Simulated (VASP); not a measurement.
# Ni (Im-3m) in VASP: further runs

Ni is run at these levels: r2SCAN; tasks: single point.

Everything below comes from runs of VASP 6.6.1. Logs are shortened: lines on timing, memory, paths and dates and some standing lists are left out, and cuts for length are marked.

### Step 1. The cell of the first run

Symmetry: Im-3m, No. 229, cubic system. Conventional cell: a = 2.546 Å, b = 2.546 Å, c = 2.546 Å, α = 90.00°, β = 90.00°, γ = 90.00°. Within 2.9 Å of Ni (site symmetry m-3m) lie 14 Ni at 2.20 to 2.55 Å.

This isn't the form of Ni at room conditions, which is fcc.

### Step 2. Single point, r2SCAN, collinear spin, ferromagnetic start (strain -0.080 along x and y, -0.080 along z)

Input file POSCAR:

```
Ni
1.0
   -1.2730182324      1.2730182324      1.2730182324
    1.2730182324     -1.2730182324      1.2730182324
    1.2730182324      1.2730182324     -1.2730182324
Ni
1
Direct
    0.0000000000      0.0000000000      0.0000000000
```

Input file INCAR.step1:

```
SYSTEM = Ni
  ALGO = Normal
  EDIFF = 1E-4
  ENCUT = 520
  GGA = PE
  ISMEAR = 0
  ISPIN = 2
  LASPH = .TRUE.
  LCHARG = .FALSE.
  LMAXMIX = 4
  LREAL = .FALSE.
  LWAVE = .TRUE.
  MAGMOM = 0.78
  NBANDS = 15
  NELM = 150
  PREC = Accurate
  SIGMA = 0.15
```

Input file INCAR.step2:

```
SYSTEM = Ni
  ALGO = Normal
  EDIFF = 1E-6
  ENCUT = 520
  ISIF = 2
  ISMEAR = 0
  ISPIN = 2
  ISTART = 1
  LASPH = .TRUE.
  LCHARG = .FALSE.
  LMAXMIX = 4
  LMIXTAU = .TRUE.
  LORBIT = 11
  LREAL = .FALSE.
  LWAVE = .FALSE.
  MAGMOM = 0.78
  METAGGA = R2SCAN
  NBANDS = 15
  NELM = 150
  PREC = Accurate
  SIGMA = 0.15
```

Input file KPOINTS:

```
k-points
0
G
  24 24 24
  0 0 0
```

Potentials or basis: VASP PAW PBE potentials, release 64 (Ni).

Launch:

```sh
cat potpaw_PBE.64/Ni/POTCAR > POTCAR
cp INCAR.step1 INCAR
mpirun -np 1 vasp_std > vasp.out
cp INCAR.step2 INCAR
mpirun -np 1 vasp_std > vasp.out
```

OUTCAR:

```text
SYSTEM = Ni
   EDIFF = 1E-6
   ENCUT = 520
   ISIF = 2
   ISMEAR = 0
   ISPIN = 2
   ISTART = 1
   LASPH = .TRUE.
   LORBIT = 11
   LREAL = .FALSE.
   METAGGA = R2SCAN
   NELM = 150
   PREC = Accurate

 ion  position               nearest neighbor table
   1  0.000  0.000  0.000-

  LATTYP: Found a body centered cubic cell.
 ALAT       =     2.5460364648

  Lattice vectors:

 A1 = (  -1.2730182324,   1.2730182324,   1.2730182324)
 A2 = (   1.2730182324,  -1.2730182324,   1.2730182324)
 A3 = (   1.2730182324,   1.2730182324,  -1.2730182324)

Analysis of symmetry for initial positions (statically):
=====================================================================
 Subroutine PRICEL returns:
 Original cell was already a primitive cell.

 Routine SETGRP: Setting up the symmetry group for a
 body centered cubic supercell.

 Subroutine GETGRP returns: Found 48 space group operations
 (whereof 48 operations were pure point group operations)
 out of a pool of 48 trial point group operations.

The static configuration has the point symmetry O_h .

Analysis of symmetry for dynamics (positions and initial velocities):
=====================================================================
 Subroutine PRICEL returns:
 Original cell was already a primitive cell.

 Routine SETGRP: Setting up the symmetry group for a
 body centered cubic supercell.

 Subroutine GETGRP returns: Found 48 space group operations
 (whereof 48 operations were pure point group operations)
 out of a pool of 48 trial point group operations.

The dynamic configuration has the point symmetry O_h .

Analysis of structural, dynamic, and magnetic symmetry:
=====================================================================
 Subroutine PRICEL returns:
 Original cell was already a primitive cell.

 Routine SETGRP: Setting up the symmetry group for a
 body centered cubic supercell.

 Subroutine GETGRP returns: Found 48 space group operations
 (whereof 48 operations were pure point group operations)
 out of a pool of 48 trial point group operations.

The overall configuration has the point symmetry O_h .

 Subroutine INISYM returns: Found 48 space group operations
 (whereof 48 operations are pure point group operations),
 and found     1 'primitive' translations

----------------------------------------------------------------------------------------

                                     Primitive cell

  volume of cell :       8.2521

  direct lattice vectors                    reciprocal lattice vectors
    -1.273018232  1.273018232  1.273018232     0.000000000  0.392767352  0.392767352
     1.273018232 -1.273018232  1.273018232     0.392767352  0.000000000  0.392767352
     1.273018232  1.273018232 -1.273018232     0.392767352  0.392767352  0.000000000

  length of vectors
     2.204932257  2.204932257  2.204932257     0.555456916  0.555456916  0.555456916

  position of ions in fractional coordinates (direct lattice)
     0.000000000  0.000000000  0.000000000

  ion indices of the primitive-cell ions
   primitive index   ion index
                 1           1

----------------------------------------------------------------------------------------

 KPOINTS: k-points

Automatic generation of k-mesh.
 Grid dimensions read from file:
 generate k-points for:   24   24   24

 Generating k-lattice:

  Cartesian coordinates                     Fractional coordinates (reciprocal lattice)
     0.000000000  0.016365306  0.016365306     0.041666667  0.000000000  0.000000000
     0.016365306  0.000000000  0.016365306     0.000000000  0.041666667  0.000000000
     0.016365306  0.016365306  0.000000000     0.000000000  0.000000000  0.041666667

  Length of vectors
     0.023144038  0.023144038  0.023144038

  Shift w.r.t. Gamma in fractional coordinates (k-lattice)
     0.000000000  0.000000000  0.000000000

 Subroutine IBZKPT returns following result:
 ===========================================

 Found    413 irreducible k-points:

 Following reciprocal coordinates:
            Coordinates               Weight
  0.000000  0.000000  0.000000      1.000000
  0.041667  0.000000  0.000000     12.000000
  0.083333  0.000000  0.000000     12.000000
  0.125000  0.000000  0.000000     12.000000
  0.166667  0.000000  0.000000     12.000000
  0.208333  0.000000  0.000000     12.000000
[... 16 lines left out ...]
  0.416667  0.041667  0.000000     48.000000
  0.458333  0.041667  0.000000     48.000000
 [... further k-points ...]
   k-points           NKPTS =    413   k-points in BZ     NKDIM =    413   number of bands    NBANDS=     15
   number of dos      NEDOS =    301   number of ions     NIONS =      1
   total plane-waves  NPLWV =   4096
   dimension x,y,z NGX =    16 NGY =   16 NGZ =   16
   dimension x,y,z NGXF=    32 NGYF=   32 NGZF=   32
   ions per type =               1
   NGX,Y,Z   is equivalent  to a cutoff of  12.06, 12.06, 12.06 a.u.
   NGXF,Y,Z  is equivalent  to a cutoff of  24.13, 24.13, 24.13 a.u.
 SYSTEM =  Ni
   PREC   = accura    normal or accurate (medium, high low for compatibility)
   ISTART =      1    job   : 0-new  1-cont  2-samecut
   ICHARG =      0    charge: 1-file 2-atom 10-const
   ISPIN  =      2    spin polarized calculation?
   LNONCOLLINEAR =      F non collinear calculations
   LSORBIT =      F    spin-orbit coupling
   LASPH  =      T    aspherical Exc in radial PAW
   ENCUT  =  520.0 eV  38.22 Ry    6.18 a.u.   4.10  4.10  4.10*2*pi/ulx,y,z
   NELM   =    150;   NELMIN=  2; NELMDL=  0     # of ELM steps
   EDIFF  = 0.1E-05   stopping-criterion for ELM
   LREAL  =      F    real-space projection
   EDIFFG = 0.1E-04   stopping-criterion for IOM
   NSW    =      0    number of steps for IOM
   IBRION =     -1    ionic relax: 0-MD 1-quasi-New 2-CG
   NFREE  =      0    steps in history (QN), initial steepest desc. (CG)
   ISIF   =      2    stress and relaxation
   ISYM   =      2    0-nonsym 1-usesym 2-fastsym
   POTIM  = 0.5000    time-step for ionic-motion
   TEBEG  =    0.0;   TEEND  =   0.0 temperature during run
   PSTRESS=    0.0 pullay stress
   NELECT =      10.0000    total number of electrons
   NUPDOWN=      -1.0000    fix difference up-down
   EMIN   =  10.00;   EMAX   =-10.00  energy-range for DOS
   EFERMI =   0.00;   METHOD = LEGACY
   ISMEAR =     0;   SIGMA  =   0.15  broadening in eV -4-tet -1-fermi 0-gaus
   EFERMI_NEDOS =   21; number of points for ismear=-14 and -15
   IALGO  =     38    algorithm
   IMIX   =      4    mixing-type and parameters
     AMIX     =   0.40;   BMIX     =  1.00
     AMIX_MAG =   1.60;   BMIX_MAG =  1.00
  volume/ion in A,a.u.               =       8.25        55.69
  Fermi-wavevector in a.u.,A,eV,Ry     =   1.745367  3.298266 41.447531  3.046308
  Thomas-Fermi vector in A             =   2.817068
   LORBIT       =     11    0 simple, 1 ext, 2 COOP (PROOUT), +10 PAW based schemes
   METAGGA = R2SCAN    functional components
   LHFCALC =     F    Hartree Fock is set to
   AEXX    =    0.0000 exact exchange contribution
   IVDW    =     0    specifies the selected vdW correction
   LEPSILON=     F    determine dielectric tensor
   LRPA    =     F    only Hartree local field effects (RPA)
 spin polarized calculation
 Gauss-broadening in eV      SIGMA  =   0.15
  energy-cutoff  :      520.00
  volume of cell :        8.25
 maximum number of plane-waves:       236
   NGX =  9   NGY =  9   NGZ =  9

 number of electron      10.0000010 magnetization       0.0026265

 number of electron      10.0000010 magnetization      -0.0003937

 Free energy of the ion-electron system (eV)
  ---------------------------------------------------
  ext. energy  EPLUGINS =         0.00000000
  ---------------------------------------------------
  free energy    TOTEN  =       -11.26751269 eV

  energy without entropy =      -11.25313464  energy(sigma->0) =      -11.26032366

 E-fermi :  13.5055     XC(G=0): -16.3556

 val. band max:       13.4994729546   @ k =  -0.3750   0.4167   0.2083
 cond. band min:      13.5090384452   @ k =   0.2917   0.0417   0.0417
 fundamental gap:      0.0095654906
 Fermi energy:        13.5054668775

 spin component 1

 k-point     1 :       0.0000    0.0000    0.0000
  band No.  band energies     occupation
      1       2.1957      1.00000
      2      10.6375      1.00000
      3      10.6375      1.00000
      4      10.6376      1.00000
      5      12.5318      1.00000
      6      12.5318      1.00000
      7      44.0367      0.00000
      8      44.0367      0.00000
      9      44.0367      0.00000
     10      51.3829      0.00000
     11      51.3829      0.00000
     12      55.0230      0.00000
     13      55.0231      0.00000
     14      55.0231      0.00000
     15      55.9806      0.00000
[... 397 lines left out ...]
 k-point    24 :       0.4583    0.0417    0.0000
  band No.  band energies     occupation
      1       7.0784      1.00000
      2       9.1654      1.00000
      3      12.4644      1.00000
      4      12.5561      1.00000
      5      13.3171      0.96213
      6      14.5546      0.00000
      7      23.1136      0.00000
      8      35.7438      0.00000
      9      38.9559      0.00000
     10      43.3306      0.00000
     11      48.7046      0.00000
     12      55.9640      0.00000
     13      57.6150      0.00000
     14      62.7120      0.00000
     15      65.1572      0.00000

 [... further k-points ...]

 spin component 2

 k-point     1 :       0.0000    0.0000    0.0000
  band No.  band energies     occupation
      1       2.1955      1.00000
      2      10.6368      1.00000
      3      10.6368      1.00000
      4      10.6369      1.00000
      5      12.5315      1.00000
      6      12.5315      1.00000
      7      44.0363      0.00000
      8      44.0364      0.00000
      9      44.0364      0.00000
     10      51.3831      0.00000
     11      51.3831      0.00000
     12      55.0221      0.00000
     13      55.0222      0.00000
     14      55.0222      0.00000
     15      55.9805      0.00000
[... 397 lines left out ...]
 k-point    24 :       0.4583    0.0417    0.0000
  band No.  band energies     occupation
      1       7.0780      1.00000
      2       9.1648      1.00000
      3      12.4640      1.00000
      4      12.5557      1.00000
      5      13.3167      0.96244
      6      14.5541      0.00000
      7      23.1132      0.00000
      8      35.7438      0.00000
      9      38.9555      0.00000
     10      43.3300      0.00000
     11      48.7044      0.00000
     12      55.9637      0.00000
     13      57.6134      0.00000
     14      62.7117      0.00000
     15      65.1570      0.00000

 [... further k-points ...]

------------------------ aborting loop because EDIFF is reached ----------------------------------------

  FORCE on cell =-STRESS in cart. coord.  units (eV):
  Direction    XX          YY          ZZ          XY          YZ          ZX
  --------------------------------------------------------------------------------------
  -------------------------------------------------------------------------------------
  Total        4.8621511      4.8621511      4.8621511     -0.0000000     -0.0000000      0.0000000
  in kB      944.0069132    944.0069132    944.0069132     -0.0000000     -0.0000000      0.0000000
  external PRESSURE =     944.0069132 kB  Pullay stress =       0.0000000 kB

 VOLUME and BASIS-vectors are now :
 -----------------------------------------------------------------------------
  energy-cutoff  :      520.00
  volume of cell :        8.25
      direct lattice vectors                 reciprocal lattice vectors
    -1.273018232  1.273018232  1.273018232     0.000000000  0.392767352  0.392767352
     1.273018232 -1.273018232  1.273018232     0.392767352  0.000000000  0.392767352
     1.273018232  1.273018232 -1.273018232     0.392767352  0.392767352  0.000000000

 POSITION                                       TOTAL-FORCE (eV/Angst)
 -----------------------------------------------------------------------------------
      0.00000      0.00000      0.00000        -0.000000     -0.000000      0.000000
 -----------------------------------------------------------------------------------
    total drift:                                0.000000      0.000000     -0.000000

  FREE ENERGIE OF THE ION-ELECTRON SYSTEM (eV)
  ---------------------------------------------------
  free  energy   TOTEN  =       -11.2675126856 eV

  energy  without entropy=      -11.2531346368  energy(sigma->0) =      -11.26032366

 total charge

# of ion       s       p       d       tot
------------------------------------------
    1        0.645   0.805   8.550  10.000

 magnetization (x)

# of ion       s       p       d       tot
------------------------------------------
    1       -0.000   0.000  -0.000  -0.000
```

Run time: 89 s. Hardware: 1 thread of Intel Xeon 6975P-C (Granite Rapids), shared host; peak memory 0.19 GiB.

Results:

| Property | Result |
| --- | --- |
| Free energy | -11.2675 eV |
| Pressure | 94.4 GPa |
| Band gap on the k mesh | zero (filled and empty bands overlap) |
| Net moment | 0.00 μB per cell |
| Valence electrons inside the program's atomic spheres | Ni 10.00 |

Caveat: the cell differs from its parent crystal (strain -0.080 along x and y, -0.080 along z); the cell stands under pressure; the PAW data sets were made with another functional, which shifts forces and pressure a little.

### Step 3. Single point, r2SCAN, collinear spin, ferromagnetic start (strain +0.080 along x and y, +0.080 along z)

Input file POSCAR:

```
Ni
1.0
   -1.4944127076      1.4944127076      1.4944127076
    1.4944127076     -1.4944127076      1.4944127076
    1.4944127076      1.4944127076     -1.4944127076
Ni
1
Direct
    0.0000000000      0.0000000000      0.0000000000
```

Input file INCAR.step1:

```
SYSTEM = Ni
PREC = Accurate ; ENCUT = 520
ISMEAR = 0 ; SIGMA = 0.15
LREAL = .FALSE. ; LASPH = .TRUE.
NELM = 150 ; ISPIN = 2
MAGMOM = 0.78 ; LMAXMIX = 4
NBANDS = 15 ; GGA = PE
ALGO = Normal ; EDIFF = 1E-4
LWAVE = .TRUE. ; LCHARG = .FALSE.
```

Input file INCAR.step2:

```
SYSTEM = Ni
PREC = Accurate ; ENCUT = 520
EDIFF = 1E-7 ; ISMEAR = 0
SIGMA = 0.15 ; LREAL = .FALSE.
LASPH = .TRUE. ; NELM = 150
ALGO = Normal ; ISIF = 2
LWAVE = .FALSE. ; LCHARG = .TRUE.
ISPIN = 2 ; MAGMOM = 0.78
LORBIT = 11 ; LMAXMIX = 4
METAGGA = R2SCAN ; LMIXTAU = .TRUE.
LELF = .TRUE. ; LVHAR = .TRUE.
NBANDS = 15 ; ISTART = 1
```

Input file KPOINTS:

```
regular mesh
0
G
  24 24 24
  0 0 0
```

Potentials or basis: VASP PAW PBE potentials, release 64 (Ni).

Launch:

```sh
cat potpaw_PBE.64/Ni/POTCAR > POTCAR
cp INCAR.step1 INCAR
mpirun -np 1 vasp_std > vasp.out
cp INCAR.step2 INCAR
mpirun -np 1 vasp_std > vasp.out
```

Wall time 4.5 min (1 thread of Intel Xeon 6975P-C (Granite Rapids), shared host); peak memory 0.23 GiB.

The run converged. Its results:

```
Free energy                                           : -11.5394 eV
Pressure                                              : -27.7 GPa
Net moment                                            : 0.70 μB per cell
Site moments                                          : Ni +0.75 μB
Valence electrons inside the program's atomic spheres : Ni 9.06
```

Levels at points of the mesh, in eV from the Fermi level:
Spin up:
| k point | band 1 | band 2 | band 3 | band 4 | band 5 | band 6 | band 7 | band 8 | band 9 | band 10 |
| --- | --- | --- | --- | --- | --- | --- | --- | --- | --- | --- |
| (0.00, 0.00, 0.00) | -7.91 | -2.34 | -2.33 | -2.33 | -1.12 | -1.12 | 25.21 | 25.21 | 25.21 | 28.41 |
| (0.50, 0.00, 0.00) | -4.00 | -2.99 | -1.24 | -1.02 | -0.71 | 0.49 | 5.09 | 17.94 | 17.96 | 21.49 |
| (0.50, 0.50, 0.50) | -3.53 | -3.53 | -0.87 | -0.87 | -0.87 | 8.96 | 8.96 | 8.96 | 14.04 | 14.04 |
Spin down:
| k point | band 1 | band 2 | band 3 | band 4 | band 5 | band 6 | band 7 | band 8 | band 9 | band 10 |
| --- | --- | --- | --- | --- | --- | --- | --- | --- | --- | --- |
| (0.00, 0.00, 0.00) | -8.12 | -1.03 | -1.03 | -1.03 | -0.46 | -0.46 | 25.12 | 25.12 | 25.12 | 28.76 |
| (0.50, 0.00, 0.00) | -3.39 | -1.80 | -0.36 | -0.34 | 0.27 | 0.77 | 5.65 | 17.86 | 18.13 | 21.71 |
| (0.50, 0.50, 0.50) | -3.10 | -3.10 | 0.60 | 0.60 | 0.60 | 8.93 | 8.93 | 8.93 | 14.09 | 14.09 |

Caveat: the cell differs from its parent crystal (strain +0.080 along x and y, +0.080 along z); the cell stands under tension; the PAW data sets were made with another functional, which shifts forces and pressure a little.
